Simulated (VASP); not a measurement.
Runs of VASP 6.6.1 on WC. The structure is that of space group P-6m2 (No. 187), or close to it. The cells are those of the table. 

| task | cell | gap on the mesh (eV) | pressure (GPa) | largest force (eV/Å) |
| --- | --- | --- | --- | --- |
| electric field gradients | a = 2.901, b = 2.926, c = 2.829 Å, angles 90.4, 91.1, 120.9°, 2 atoms | none | 1.0 | 0.14 |
| single point | a = 2.901, b = 2.938, c = 2.830 Å, angles 90.6, 91.7, 121.3°, 2 atoms | none | 1.6 | 0.23 |
| single point | a = 2.901, b = 2.875, c = 2.829 Å, angles 89.6, 88.8, 119.1°, 2 atoms | none | 0.9 | 0.09 |
| single point | a = 2.901, b = 2.913, c = 2.829 Å, angles 90.2, 90.6, 120.4°, 2 atoms | none | (a) | 0.07 |

Alike in all rows: level PBEsol; potentials or basis VASP PAW PBE potentials, release 64 (W_sv, C); no spin polarisation; k mesh 13 × 13 × 12; cutoff (eV) 520; smearing fermi-dirac 0.05 eV.

Question: Fill in the values left out.

Answer: (a) 0.6.

Caveats: the PAW data sets were made with another functional, which shifts forces and pressure a little; spin-orbit coupling is left out, which moves the levels of the heavy elements.

A k mesh can miss the band edges, and the runs leave out spin-orbit coupling on W.

A gap of «none» marks levels without a gap at the run's occupations.
